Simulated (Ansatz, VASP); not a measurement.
# BeAlS3 in VASP and in Ansatz

INCAR

```
  ALGO = Normal
  EDIFF = 1E-6
  EDIFFG = -0.01
  ENCUT = 600
  GGA = PE
  IBRION = 2
  ISIF = 3
  ISMEAR = 0
  LASPH = T
  LCHARG = F
  LREAL = F
  LWAVE = F
  NELM = 80
  NSW = 100
  PREC = Accurate
  SIGMA = 0.1
```

Contents of KPOINTS:

```
k-points
0
Gamma
  10 10 6
```

File POSCAR:

```
BeAlS3
1.0
    4.3148958374      0.0000000000      0.0000000000
    0.0000000000      4.3148958374      0.0000000000
    0.0000000000      0.0000000000      6.5181544913
Be Al S
1 1 3
Direct
    0.0000000000      0.0000000000      0.6889048375
    0.5000000000      0.5000000000      0.4595896893
    0.5000000000      0.5000000000      0.1259180237
    0.5000000000      0.0000000000      0.6267937097
    0.0000000000      0.5000000000      0.6267937097
```

Input for Ansatz:

```yaml
crystal:
  lattice:
    - [4.3148958374, 0.0, 0.0]
    - [0.0, 4.3148958374, 0.0]
    - [0.0, 0.0, 6.5181544913]
  atoms:
    - { symbol: Be, position: [0.0, 0.0, 0.6889048375] }
    - { symbol: Al, position: [0.5, 0.5, 0.4595896893] }
    - { symbol: S, position: [0.5, 0.5, 0.1259180237] }
    - { symbol: S, position: [0.5, 0.0, 0.6267937097] }
    - { symbol: S, position: [0.0, 0.5, 0.6267937097] }
basis:
  ecutwfc: 420
kpoints:
  mp_grid: { grid: [10, 10, 6] }
hamiltonian:
  xc: pbe
scf:
  occupations: { method: gaussian, width: 0.1 }
output:
  forces: true
  stress: true
  eigenvalues: true
relax:
  adjacent_minimum: "off"
  f_tol: 0.01
  max_steps: 80
  cell: { stress_tol: 0.05 }
```

Change from the starting cell: species swapped into the BaTiO3 type (P4mm, No. 99).

Alike in both runs: task relaxation of cell and atoms; functional PBE; k mesh 10 × 10 × 6; occupations gaussian, width 0.1 eV; no spin polarisation.

|  | VASP | Ansatz |
| --- | --- | --- |
| version | VASP 6.6.1 | Ansatz 0.2.0 |
| potentials or method | VASP PAW PBE potentials, release 64 (Be, Al, S), cutoff 600 eV | scalar-relativistic, plane waves, PAW |
| valence electrons in the cell | 23 | 23 |

|  | VASP | Ansatz | Ansatz less VASP |
| --- | --- | --- | --- |
| gap on the k mesh at the Fermi level, each at its own relaxed structure (eV) | none | none | - |
| relaxed volume (Å³/atom) | 24.35 | 24.45 | +0.099 |
| relaxed length of the cell vector where the two differ most in proportion (Å) | 6.538 | 6.559 | +0.0211 |

A gap of «none» marks a metal or a gap that the smearing closes.
